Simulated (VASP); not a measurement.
# Zr (Im-3m) in VASP: further runs, part 2 of 2

VASP 6.6.1. The steps go on from the part before.

## 4. Single point, PBEsol (volume scaled by 1.02)

Contents of INCAR:

```
SYSTEM = Zr
PREC     = Accurate       ! precision mode
ENCUT    = 520            ! plane-wave cutoff, eV
EDIFF    = 1E-6           ! SCF threshold, eV
ISMEAR   = -1             ! smearing method
SIGMA    = 0.08           ! smearing width, eV
LREAL    = .FALSE.        ! projectors in reciprocal space
LASPH    = .TRUE.         ! aspherical terms in the spheres
NELM     = 60             ! most SCF steps
ALGO     = Normal         ! electronic algorithm
ISIF     = 2              ! what is computed and relaxed
LWAVE    = .FALSE.        ! write WAVECAR
LCHARG   = .FALSE.        ! write CHGCAR
GGA      = PS             ! functional
NBANDS   = 12             ! bands
```

Contents of KPOINTS:

```
regular mesh
0
G
  14 14 14
  0 0 0
```

Contents of POSCAR:

```
Zr
1.0
   -1.8219871043      1.8219871043      1.8219871043
    1.8219871043     -1.8219871043      1.8219871043
    1.8219871043      1.8219871043     -1.8219871043
Zr
1
Direct
    0.0000000000      0.0000000000      0.0000000000
```

Potentials or basis: VASP PAW PBE potentials, release 64 (Zr_sv).

Started as:

```
> cat potpaw_PBE.64/Zr_sv/POTCAR > POTCAR
> mpirun -np 1 vasp_std > vasp.out
```

OUTCAR:

```text
SYSTEM = Zr
   PREC = Accurate
   ENCUT = 520
   EDIFF = 1E-6
   ISMEAR = -1
   LREAL = .FALSE.
   LASPH = .TRUE.
   NELM = 60
   ISIF = 2
   GGA = PS

 ion  position               nearest neighbor table
   1  0.000  0.000  0.000-

  LATTYP: Found a body centered cubic cell.
 ALAT       =     3.6439742086

  Lattice vectors:

 A1 = (  -1.8219871043,   1.8219871043,   1.8219871043)
 A2 = (   1.8219871043,  -1.8219871043,   1.8219871043)
 A3 = (   1.8219871043,   1.8219871043,  -1.8219871043)

Analysis of symmetry for initial positions (statically):
=====================================================================
 Subroutine PRICEL returns:
 Original cell was already a primitive cell.

 Routine SETGRP: Setting up the symmetry group for a
 body centered cubic supercell.

 Subroutine GETGRP returns: Found 48 space group operations
 (whereof 48 operations were pure point group operations)
 out of a pool of 48 trial point group operations.

The static configuration has the point symmetry O_h .

Analysis of symmetry for dynamics (positions and initial velocities):
=====================================================================
 Subroutine PRICEL returns:
 Original cell was already a primitive cell.

 Routine SETGRP: Setting up the symmetry group for a
 body centered cubic supercell.

 Subroutine GETGRP returns: Found 48 space group operations
 (whereof 48 operations were pure point group operations)
 out of a pool of 48 trial point group operations.

The dynamic configuration has the point symmetry O_h .

 Subroutine INISYM returns: Found 48 space group operations
 (whereof 48 operations are pure point group operations),
 and found     1 'primitive' translations

----------------------------------------------------------------------------------------

                                     Primitive cell
[... 113 lines left out ...]
   LORBIT       =      0    0 simple, 1 ext, 2 COOP (PROOUT), +10 PAW based schemes
   GGA     = PS    functional components
   LHFCALC =     F    Hartree Fock is set to
   AEXX    =    0.0000 exact exchange contribution
   IVDW    =     0    specifies the selected vdW correction
   LEPSILON=     F    determine dielectric tensor
   LRPA    =     F    only Hartree local field effects (RPA)
 non-spin polarized calculation
  energy-cutoff  :      520.00
  volume of cell :       24.19
 maximum number of plane-waves:       682
   NGX = 11   NGY = 11   NGZ = 11

 number of electron      12.0000000 magnetization

 Free energy of the ion-electron system (eV)
  ---------------------------------------------------
  ext. energy  EPLUGINS =         0.00000000
  ---------------------------------------------------
  free energy    TOTEN  =        -8.97193812 eV

  energy without entropy =       -8.92956787  energy(sigma->0) =       -8.95075299

 E-fermi :   8.1648     XC(G=0): -11.0233

 val. band max:        8.1624339038   @ k =   0.2143   0.2143   0.0000
 cond. band min:       8.1736878815   @ k =   0.2143   0.0714   0.0714
 fundamental gap:      0.0112539776
 Fermi energy:         8.1648459406

 k-point     1 :       0.0000    0.0000    0.0000
  band No.  band energies     occupation
      1     -40.3092      2.00000
      2     -17.8925      2.00000
      3     -17.8925      2.00000
      4     -17.8925      2.00000
      5       2.8491      2.00000
      6       9.2599      0.00000
      7       9.2599      0.00000
      8       9.2599      0.00000
      9      11.6433      0.00000
     10      11.6433      0.00000
     11      20.4309      0.00000
     12      20.4309      0.00000
[... 331 lines left out ...]
 k-point    24 :       0.3571    0.2857    0.0000
  band No.  band energies     occupation
      1     -40.1638      2.00000
      2     -18.5517      2.00000
      3     -18.4193      2.00000
      4     -17.9993      2.00000
      5       6.8391      2.00000
      6       7.6395      1.99719
      7       7.9963      1.78304
      8      11.7858      0.00000
      9      12.1725      0.00000
     10      16.2149      0.00000
     11      16.7447      0.00000
     12      18.1506      0.00000

 [... further k-points ...]

------------------------ aborting loop because EDIFF is reached ----------------------------------------

  FORCE on cell =-STRESS in cart. coord.  units (eV):
  Direction    XX          YY          ZZ          XY          YZ          ZX
  --------------------------------------------------------------------------------------
  -------------------------------------------------------------------------------------
  Total       -1.2051837     -1.2051837     -1.2051837     -0.0000000      0.0000000      0.0000000
  in kB      -79.8119527    -79.8119527    -79.8119527     -0.0000000      0.0000000      0.0000000
  external PRESSURE =     -79.8119527 kB  Pullay stress =       0.0000000 kB

 VOLUME and BASIS-vectors are now :
 -----------------------------------------------------------------------------
  energy-cutoff  :      520.00
  volume of cell :       24.19
      direct lattice vectors                 reciprocal lattice vectors
    -1.821987104  1.821987104  1.821987104     0.000000000  0.274425653  0.274425653
     1.821987104 -1.821987104  1.821987104     0.274425653  0.000000000  0.274425653
     1.821987104  1.821987104 -1.821987104     0.274425653  0.274425653  0.000000000

 POSITION                                       TOTAL-FORCE (eV/Angst)
 -----------------------------------------------------------------------------------
      0.00000      0.00000      0.00000         0.000000     -0.000000      0.000000
 -----------------------------------------------------------------------------------
    total drift:                                0.000000      0.000000     -0.000000

  FREE ENERGIE OF THE ION-ELECTRON SYSTEM (eV)
  ---------------------------------------------------
  free  energy   TOTEN  =        -8.9719381166 eV

  energy  without entropy=       -8.9295678656  energy(sigma->0) =       -8.95075299
```

stdout:

```text
POSCAR found type information on POSCAR Zr
 POSCAR found :  1 types and       1 ions
 scaLAPACK will be used
 -----------------------------------------------------------------------------
|                                                                             |
|                                                                             |
|     You enforced a specific xc type in the INCAR file but a different       |
|     I HOPE YOU KNOW WHAT YOU ARE DOING!                                     |
|                                                                             |
 -----------------------------------------------------------------------------

 LDA part: xc-table for (Slater+PW92), standard interpolation
 POSCAR, INCAR and KPOINTS ok, starting setup
 FFT: planning ... GRIDC
 FFT: planning ... GRID_SOFT
 FFT: planning ... GRID
 WAVECAR not read
 entering main loop
```

Wall time 12 s (1 thread of Intel Xeon Platinum 8488C (Sapphire Rapids), shared host); peak memory 0.15 GiB.

What came out:

* Free energy: -8.9719 eV
* Pressure: -8.0 GPa
* Band gap on the k mesh: zero (band 6 reaches 9.26 eV, above the bottom of band 7 at 7.56 eV)

Levels at points of the mesh, in eV from the Fermi level:
| k point | band 2 | band 3 | band 4 | band 5 | band 6 | band 7 | band 8 | band 9 | band 10 | band 11 |
| --- | --- | --- | --- | --- | --- | --- | --- | --- | --- | --- |
| (0.00, 0.00, 0.00) | -26.06 | -26.06 | -26.06 | -5.32 | 1.10 | 1.10 | 1.10 | 3.48 | 3.48 | 12.27 |
| (0.50, 0.00, 0.00) | -26.92 | -26.33 | -26.06 | -2.68 | -0.61 | 1.45 | 3.44 | 4.09 | 6.05 | 9.76 |
| (0.50, 0.50, 0.50) | -26.65 | -26.65 | -26.65 | -2.38 | -2.38 | 5.41 | 5.41 | 5.41 | 7.10 | 7.10 |

Caveat: the PAW data sets were made with another functional, which shifts forces and pressure a little.

## 5. Single point, PBEsol (volume scaled by 1.06)

Contents of INCAR:

```
SYSTEM = Zr
PREC     = Accurate       ! precision mode
ENCUT    = 520            ! plane-wave cutoff, eV
EDIFF    = 1E-7           ! SCF threshold, eV
ISMEAR   = -1             ! smearing method
SIGMA    = 0.08           ! smearing width, eV
LREAL    = .False.        ! projectors in reciprocal space
LASPH    = .True.         ! aspherical terms in the spheres
NELM     = 100            ! most SCF steps
ALGO     = Normal         ! electronic algorithm
ISIF     = 2              ! what is computed and relaxed
LWAVE    = .False.        ! write WAVECAR
LCHARG   = .False.        ! write CHGCAR
GGA      = PS             ! functional
NBANDS   = 12             ! bands
```

Contents of KPOINTS:

```
Automatic mesh
0
Gamma
  14 14 14
  0 0 0
```

Contents of POSCAR:

```
Zr
1.0
   -1.8454992086      1.8454992086      1.8454992086
    1.8454992086     -1.8454992086      1.8454992086
    1.8454992086      1.8454992086     -1.8454992086
Zr
1
Direct
    0.0000000000      0.0000000000      0.0000000000
```

Started as:

```
> cat potpaw_PBE.64/Zr_sv/POTCAR > POTCAR
> mpirun -np 1 vasp_std > vasp.out
```

It took 13 s on 1 thread of Intel Xeon Platinum 8488C (Sapphire Rapids), shared host; peak memory 0.15 GiB.

Results (log left out):

| Property | Result |
| --- | --- |
| Free energy | -8.9178 eV |
| Pressure | -10.3 GPa |
| Band gap on the k mesh | zero (band 6 reaches 8.83 eV, above the bottom of band 7 at 7.18 eV) |

Levels at points of the mesh, in eV from the Fermi level:
```csv
k point,band 2,band 3,band 4,band 5,band 6,band 7,band 8,band 9,band 10,band 11
"(0.00, 0.00, 0.00)",-26.19,-26.19,-26.19,-5.24,1.07,1.07,1.07,3.35,3.35,12.14
"(0.50, 0.00, 0.00)",-26.95,-26.44,-26.20,-2.58,-0.55,1.32,3.30,3.92,5.77,9.27
"(0.50, 0.50, 0.50)",-26.72,-26.72,-26.72,-2.23,-2.23,5.17,5.17,5.17,6.83,6.83
```

Caveat: the PAW data sets were made with another functional, which shifts forces and pressure a little.

## 6. The runs side by side

| cell | gap on the mesh (eV) | pressure (GPa) |
| --- | --- | --- |
| a = 3.093 Å, angles 109.5°, 1 atom | none | -3.5 |
| a = 3.125 Å, angles 109.5°, 1 atom | none | -5.9 |
| a = 3.156 Å, angles 109.5°, 1 atom | none | -8.0 |
| a = 3.196 Å, angles 109.5°, 1 atom | none | -10.3 |

Alike in all rows: task single point; level PBEsol; potentials or basis VASP PAW PBE potentials, release 64 (Zr_sv); no spin polarisation; k mesh 14 × 14 × 14; cutoff (eV) 520; smearing fermi-dirac 0.08 eV.

Caveats: the PAW data sets were made with another functional, which shifts forces and pressure a little.

Absolute energies hang on the potentials; compare differences alone.
